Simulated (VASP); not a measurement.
# BaTiO3 (Amm2) in VASP: single point with r2SCAN+U

Aim: the single point of BaTiO3 with r2SCAN+U.

All numbers are computed with VASP 6.6.1; they aren't measurements. Logs are shortened: lines on timing, memory, paths and dates and some standing lists are left out, and cuts for length are marked.

## (1) The cell of the first run

It takes space group Amm2 (No. 38, orthorhombic). The conventional cell has a = 4.022 Å, b = 5.731 Å, c = 5.751 Å, α = 90.00°, β = 90.00°, γ = 90.00°. Within 3.7 Å of Ba (site symmetry mm2) lie 12 O at 2.81 to 2.94 Å and 8 Ti at 3.43 to 3.59 Å. Within 2.6 Å of Ti (site symmetry mm2) lie 6 O at 1.93 to 2.13 Å. O (site symmetry mm2) has 2 Ti at 2.02 Å within 2.7 Å. Within 2.6 Å of O (site symmetry m) lie 2 Ti at 1.93 to 2.13 Å. Within 2.6 Å of O (site symmetry m) lie 2 Ti at 1.93 to 2.13 Å.

## (2) Single point, r2SCAN+U

The input, POSCAR:

```
BaTiO3
1.0
    4.0224694700     -2.8655095700     -2.8756596700
    0.0000000000      2.8655095700     -2.8756596700
    4.0224694700      2.8655095700      2.8756596700
Ba Ti O
2 2 6
Direct
    0.0000000000      0.0000000000      0.0000000000
    0.5000000000      0.0000000000      0.5000000000
    0.9915000000      0.4830000000      0.5085000000
    0.4915000000      0.4830000000      0.0085000000
    0.7555000000      0.5110000000      0.2445000000
    0.2555000000      0.5110000000      0.7445000000
    0.9977350000      0.0076700000      0.5022650000
    0.4977350000      0.0076700000      0.0022650000
    0.7538350000      0.4954700000      0.7461650000
    0.2538350000      0.4954700000      0.2461650000
```

The input, INCAR.step1:

```
SYSTEM = BaTiO3
PREC = Accurate
ENCUT = 520
ISMEAR = -1
SIGMA = 0.1
LREAL = .FALSE.
LASPH = .TRUE.
NELM = 150
LMAXMIX = 4
LDAU = .TRUE.
LDAUTYPE = 2
LDAUL = -1 2 -1
LDAUU = 0 3.72 0
LDAUJ = 0 0 0
NBANDS = 51
GGA = PE
ALGO = Normal
EDIFF = 1E-4
LWAVE = .TRUE.
LCHARG = .FALSE.
```

The input, INCAR.step2:

```
SYSTEM = BaTiO3
PREC = Accurate
ENCUT = 520
EDIFF = 1E-6
ISMEAR = -1
SIGMA = 0.1
LREAL = .FALSE.
LASPH = .TRUE.
NELM = 150
ALGO = Normal
ISIF = 2
LWAVE = .FALSE.
LCHARG = .FALSE.
LMAXMIX = 4
LDAU = .TRUE.
LDAUTYPE = 2
LDAUL = -1 2 -1
LDAUU = 0 3.72 0
LDAUJ = 0 0 0
LDAUPRINT = 1
METAGGA = R2SCAN
LMIXTAU = .TRUE.
NBANDS = 51
ISTART = 1
```

The input, KPOINTS:

```
Automatic mesh
0
G
  5 6 5
  0 0 0
```

Potentials or basis: VASP PAW PBE potentials, release 64 (Ba_sv, Ti_sv, O).

Started as:

```sh
$ cat potpaw_PBE.64/Ba_sv/POTCAR potpaw_PBE.64/Ti_sv/POTCAR potpaw_PBE.64/O/POTCAR > POTCAR
$ cp INCAR.step1 INCAR
$ mpirun -np 1 vasp_std > vasp.out
$ cp INCAR.step2 INCAR
$ mpirun -np 1 vasp_std > vasp.out
```

OUTCAR:

```text
SYSTEM = BaTiO3
   PREC = Accurate
   ENCUT = 520
   EDIFF = 1E-6
   ISMEAR = -1
   LREAL = .FALSE.
   LASPH = .TRUE.
   NELM = 150
   ISIF = 2
   METAGGA = R2SCAN
   ISTART = 1

 ion  position               nearest neighbor table
   1  0.000  0.000  0.000-   5 2.81   7 2.84   8 2.84   9 2.84  10 2.84   6 2.87   5 2.87   8 2.87
                             7 2.87  10 2.87   9 2.87   6 2.94   3 3.43   4 3.43   4 3.50   3 3.50
   2  0.500  0.000  0.500-   6 2.81   7 2.84   8 2.84  10 2.84   9 2.84   5 2.87   6 2.87   7 2.87
                             8 2.87  10 2.87   9 2.87   5 2.94   4 3.43   3 3.43   3 3.50   4 3.50
   3  0.992  0.483  0.508-   7 1.93   9 1.93   5 2.02   6 2.02   7 2.13  10 2.13   1 3.43   2 3.43
                             2 3.50   1 3.50   2 3.50   1 3.50   2 3.59   1 3.59
   4  0.492  0.483  0.008-   8 1.93  10 1.93   5 2.02   6 2.02   8 2.13   9 2.13   2 3.43   1 3.43
                             1 3.50   2 3.50   2 3.50   1 3.50   1 3.59   2 3.59
   5  0.755  0.511  0.245-   3 2.02   4 2.02   1 2.81   2 2.87   1 2.87   2 2.94
   6  0.255  0.511  0.745-   3 2.02   4 2.02   2 2.81   1 2.87   2 2.87   1 2.94
   7  0.998  0.008  0.502-   3 1.93   3 2.13   1 2.84   2 2.84   2 2.87   1 2.87
   8  0.498  0.008  0.002-   4 1.93   4 2.13   1 2.84   2 2.84   1 2.87   2 2.87
   9  0.754  0.495  0.746-   3 1.93   4 2.13   1 2.84   2 2.84   1 2.87   2 2.87
  10  0.254  0.495  0.246-   4 1.93   3 2.13   2 2.84   1 2.84   1 2.87   2 2.87

  LATTYP: Found a base centered monoclinic cell.
 ALAT       =     8.1192520920
 B/A-ratio  =     0.9908472910
 C/A-ratio  =     0.5000000000
 COS(beta)  =    -0.0035358889

  Lattice vectors:

 A1 = (  -4.0224694700,   2.8655095700,   2.8756596700)
 A2 = (   4.0224694700,   2.8655095700,   2.8756596700)
 A3 = (   0.0000000000,   2.8655095700,  -2.8756596700)

Analysis of symmetry for initial positions (statically):
=====================================================================
 Subroutine PRICEL returns following result:

  LATTYP: Found a base centered orthorhombic cell.
 ALAT       =     5.7310191400
 B/A-ratio  =     1.0035421623
 C/A-ratio  =     0.7018768166

  Lattice vectors:

 A1 = (   0.0000000000,   2.8655095700,  -2.8756596700)
 A2 = (   0.0000000000,   2.8655095700,   2.8756596700)
 A3 = (   4.0224694700,   0.0000000000,   0.0000000000)

   2 primitive cells build up your supercell.

 Routine SETGRP: Setting up the symmetry group for a
 base centered monoclinic supercell.

 Subroutine GETGRP returns: Found  2 space group operations
 (whereof  2 operations were pure point group operations)
 out of a pool of  4 trial point group operations.

The static configuration has the point symmetry C_1h.

Analysis of symmetry for dynamics (positions and initial velocities):
=====================================================================
 Subroutine PRICEL returns following result:

  LATTYP: Found a base centered orthorhombic cell.
 ALAT       =     5.7310191400
 B/A-ratio  =     1.0035421623
 C/A-ratio  =     0.7018768166

  Lattice vectors:

 A1 = (   0.0000000000,   2.8655095700,  -2.8756596700)
 A2 = (   0.0000000000,   2.8655095700,   2.8756596700)
 A3 = (   4.0224694700,   0.0000000000,   0.0000000000)

   2 primitive cells build up your supercell.

 Routine SETGRP: Setting up the symmetry group for a
 base centered monoclinic supercell.
[... 150 lines left out ...]
 NGX is ok and might be reduce to    48
   NGX = 21   NGY = 15   NGZ = 21

atom =   3  type =  2  l = 2

 onsite density matrix

spin component  1

  0.0978  0.0000  0.0000 -0.0000 -0.0000
  0.0000  0.2339  0.0000 -0.0000 -0.0000
  0.0000  0.0000  0.1291  0.0000 -0.0548
 -0.0000 -0.0000  0.0000  0.0988 -0.0000
 -0.0000 -0.0000 -0.0548 -0.0000  0.1997

spin component  2

  0.0978  0.0000  0.0000 -0.0000 -0.0000
  0.0000  0.2339  0.0000 -0.0000 -0.0000
  0.0000  0.0000  0.1291  0.0000 -0.0548
 -0.0000 -0.0000  0.0000  0.0988 -0.0000
 -0.0000 -0.0000 -0.0548 -0.0000  0.1997

 occupancies and eigenvectors

  o =  0.0978  v =  1.0000  0.0000  0.0000  0.0087  0.0000  0.0000  0.0000  0.0000  0.0000  0.0000      0.0000  0.0000  0.0000  0.0000  0.0000  0.0000  0.0000  0.0000  0.0000  0.0000
  o =  0.0978  v =  0.0000  0.0000  0.0000  0.0000  0.0000  1.0000  0.0000  0.0000  0.0087  0.0000      0.0000  0.0000  0.0000  0.0000  0.0000  0.0000  0.0000  0.0000  0.0000  0.0000
  o =  0.0988  v = -0.0087  0.0000  0.0000  1.0000  0.0000  0.0000  0.0000  0.0000  0.0000  0.0000      0.0000  0.0000  0.0000  0.0000  0.0000  0.0000  0.0000  0.0000  0.0000  0.0000
  o =  0.0988  v =  0.0000  0.0000  0.0000  0.0000  0.0000 -0.0087  0.0000  0.0000  1.0000  0.0000      0.0000  0.0000  0.0000  0.0000  0.0000  0.0000  0.0000  0.0000  0.0000  0.0000
  o =  0.0992  v =  0.0000  0.0000 -0.8779  0.0000 -0.4789  0.0000  0.0000  0.0000  0.0000  0.0000      0.0000  0.0000  0.0000  0.0000  0.0000  0.0000  0.0000  0.0000  0.0000  0.0000
  o =  0.0992  v =  0.0000  0.0000  0.0000  0.0000  0.0000  0.0000  0.0000 -0.8779  0.0000 -0.4789      0.0000  0.0000  0.0000  0.0000  0.0000  0.0000  0.0000  0.0000  0.0000  0.0000
  o =  0.2296  v =  0.0000  0.0000  0.0000  0.0000  0.0000  0.0000  0.0079 -0.4789 -0.0000  0.8778      0.0000  0.0000  0.0000  0.0000  0.0000  0.0000  0.0000  0.0000  0.0000  0.0000
  o =  0.2296  v =  0.0000  0.0079 -0.4789 -0.0000  0.8778  0.0000  0.0000  0.0000  0.0000  0.0000      0.0000  0.0000  0.0000  0.0000  0.0000  0.0000  0.0000  0.0000  0.0000  0.0000
  o =  0.2339  v =  0.0000  0.0000  0.0000  0.0000  0.0000  0.0000  1.0000  0.0038 -0.0000 -0.0069      0.0000  0.0000  0.0000  0.0000  0.0000  0.0000  0.0000  0.0000  0.0000  0.0000
  o =  0.2339  v =  0.0000  1.0000  0.0038 -0.0000 -0.0069  0.0000  0.0000  0.0000  0.0000  0.0000      0.0000  0.0000  0.0000  0.0000  0.0000  0.0000  0.0000  0.0000  0.0000  0.0000

atom =   4  type =  2  l = 2

 onsite density matrix

spin component  1

  0.0978  0.0000  0.0000 -0.0000 -0.0000
  0.0000  0.2339  0.0000 -0.0000 -0.0000
  0.0000  0.0000  0.1291  0.0000 -0.0548
 -0.0000 -0.0000  0.0000  0.0988 -0.0000
 -0.0000 -0.0000 -0.0548 -0.0000  0.1997

spin component  2

  0.0978  0.0000  0.0000 -0.0000 -0.0000
  0.0000  0.2339  0.0000 -0.0000 -0.0000
  0.0000  0.0000  0.1291  0.0000 -0.0548
 -0.0000 -0.0000  0.0000  0.0988 -0.0000
 -0.0000 -0.0000 -0.0548 -0.0000  0.1997

 occupancies and eigenvectors

  o =  0.0978  v =  1.0000 -0.0000  0.0000  0.0087  0.0000  0.0000  0.0000  0.0000  0.0000  0.0000      0.0000  0.0000  0.0000  0.0000  0.0000  0.0000  0.0000  0.0000  0.0000  0.0000
  o =  0.0978  v =  0.0000  0.0000  0.0000  0.0000  0.0000  1.0000 -0.0000  0.0000  0.0087  0.0000      0.0000  0.0000  0.0000  0.0000  0.0000  0.0000  0.0000  0.0000  0.0000  0.0000
  o =  0.0988  v = -0.0087 -0.0000  0.0000  1.0000  0.0000  0.0000  0.0000  0.0000  0.0000  0.0000      0.0000  0.0000  0.0000  0.0000  0.0000  0.0000  0.0000  0.0000  0.0000  0.0000
  o =  0.0988  v =  0.0000  0.0000  0.0000  0.0000  0.0000 -0.0087 -0.0000  0.0000  1.0000  0.0000      0.0000  0.0000  0.0000  0.0000  0.0000  0.0000  0.0000  0.0000  0.0000  0.0000
  o =  0.0992  v =  0.0000  0.0000 -0.8779  0.0000 -0.4789  0.0000  0.0000  0.0000  0.0000  0.0000      0.0000  0.0000  0.0000  0.0000  0.0000  0.0000  0.0000  0.0000  0.0000  0.0000
  o =  0.0992  v =  0.0000  0.0000  0.0000  0.0000  0.0000  0.0000  0.0000 -0.8779  0.0000 -0.4789      0.0000  0.0000  0.0000  0.0000  0.0000  0.0000  0.0000  0.0000  0.0000  0.0000
  o =  0.2296  v =  0.0000  0.0000  0.0000  0.0000  0.0000  0.0000  0.0079 -0.4789 -0.0000  0.8778      0.0000  0.0000  0.0000  0.0000  0.0000  0.0000  0.0000  0.0000  0.0000  0.0000
  o =  0.2296  v =  0.0000  0.0079 -0.4789 -0.0000  0.8778  0.0000  0.0000  0.0000  0.0000  0.0000      0.0000  0.0000  0.0000  0.0000  0.0000  0.0000  0.0000  0.0000  0.0000  0.0000
  o =  0.2339  v =  0.0000  0.0000  0.0000  0.0000  0.0000  0.0000  1.0000  0.0038  0.0000 -0.0069      0.0000  0.0000  0.0000  0.0000  0.0000  0.0000  0.0000  0.0000  0.0000  0.0000
  o =  0.2339  v =  0.0000  1.0000  0.0038  0.0000 -0.0069  0.0000  0.0000  0.0000  0.0000  0.0000      0.0000  0.0000  0.0000  0.0000  0.0000  0.0000  0.0000  0.0000  0.0000  0.0000

 number of electron      80.0000011 magnetization

 Free energy of the ion-electron system (eV)
  ---------------------------------------------------
  ext. energy  EPLUGINS =         0.00000000
  ---------------------------------------------------
  free energy    TOTEN  =      -143.63114221 eV

  energy without entropy =     -143.63114144  energy(sigma->0) =     -143.63114183

 E-fermi :   4.8041     XC(G=0): -11.7303

 val. band max:        3.4023313487   @ k =   0.0000   0.5000   0.0000
 cond. band min:       6.0916757105   @ k =   0.0000   0.0000   0.0000
 fundamental gap:      2.6893443618
 Fermi energy:         4.8041065733

 k-point     1 :       0.0000    0.0000    0.0000
  band No.  band energies     occupation
      1     -56.5170      2.00000
      2     -56.5153      2.00000
      3     -31.6683      2.00000
      4     -31.6517      2.00000
      5     -31.6303      2.00000
      6     -31.6279      2.00000
[... 1285 lines left out ...]
     50       9.9032      0.00000
     51      10.1932      0.00000

 [... further k-points ...]

------------------------ aborting loop because EDIFF is reached ----------------------------------------

  FORCE on cell =-STRESS in cart. coord.  units (eV):
  Direction    XX          YY          ZZ          XY          YZ          ZX
  --------------------------------------------------------------------------------------
  -------------------------------------------------------------------------------------
  Total       -0.8379151     -0.5470613     -1.0674474      0.0000000     -0.0053985      0.0000000
  in kB      -10.1255476     -6.6108072    -12.8992651      0.0000000     -0.0652369      0.0000000
  external PRESSURE =      -9.8785400 kB  Pullay stress =       0.0000000 kB

 VOLUME and BASIS-vectors are now :
 -----------------------------------------------------------------------------
  energy-cutoff  :      520.00
  volume of cell :      132.58
      direct lattice vectors                 reciprocal lattice vectors
     4.022469470 -2.865509570 -2.875659670     0.124301751 -0.087244518 -0.086936574
     0.000000000  2.865509570 -2.875659670     0.000000000  0.174489035 -0.173873148
     4.022469470  2.865509570  2.875659670     0.124301751  0.087244518  0.086936574

 POSITION                                       TOTAL-FORCE (eV/Angst)
 -----------------------------------------------------------------------------------
      0.00000      0.00000      0.00000         0.000000     -0.000575      0.279143
      4.02247      0.00000      0.00000         0.000000     -0.000575      0.279143
      6.03370     -0.00000     -2.77789         0.000000      0.001284     -0.469850
      2.01123     -0.00000     -2.77789         0.000000      0.001284     -0.469850
      4.02247      0.00000     -2.93892         0.000000     -0.000634      0.293545
      4.02247      2.86551     -0.06326         0.000000     -0.000634      0.293545
      6.03370     -1.39780     -1.44686         0.000000     -0.115321     -0.052708
      2.01123     -1.39780     -1.44686         0.000000     -0.115321     -0.052708
      6.03370      1.39780     -1.44686         0.000000      0.115246     -0.050131
      2.01123      1.39780     -1.44686         0.000000      0.115246     -0.050131
 -----------------------------------------------------------------------------------
    total drift:                                0.000000      0.004636     -0.004970

  FREE ENERGIE OF THE ION-ELECTRON SYSTEM (eV)
  ---------------------------------------------------
  free  energy   TOTEN  =      -143.6311422103 eV

  energy  without entropy=     -143.6311414430  energy(sigma->0) =     -143.63114183
```

It took 7.4 min on 1 thread of Intel Xeon 6975P-C (Granite Rapids), shared host; peak memory 0.45 GiB.

Results:

- Free energy: -143.6311 eV
- Pressure: -1.0 GPa
- Largest force: 0.470 eV/Å
- Band gap on the k mesh: 2.69 eV

Forces in eV/Å, atoms in the order of the input:
```
Ba   0.000 -0.001  0.279
Ba   0.000 -0.001  0.279
Ti   0.000  0.001 -0.470
Ti   0.000  0.001 -0.470
O    0.000 -0.001  0.294
O    0.000 -0.001  0.294
O    0.000 -0.115 -0.053
O    0.000 -0.115 -0.053
O    0.000  0.115 -0.050
O    0.000  0.115 -0.050
```

Stress tensor (GPa, compression positive):
```
-1.01  0.00  0.00
 0.00 -0.66 -0.01
 0.00 -0.01 -1.29
```

Eigenvalues of the final occupation matrices:
```
    site  spin  trace               eigenvalues
site 3 d     1   0.76  0.10 0.10 0.10 0.23 0.23
site 3 d     2   0.76  0.10 0.10 0.10 0.23 0.23
site 4 d     1   0.76  0.10 0.10 0.10 0.23 0.23
site 4 d     2   0.76  0.10 0.10 0.10 0.23 0.23
```

Caveat: the PAW data sets were made with another functional, which shifts forces and pressure a little; spin-orbit coupling is left out, which moves the levels of the heavy elements; an odd mesh through Γ misses points on the zone boundary, where band edges can lie.
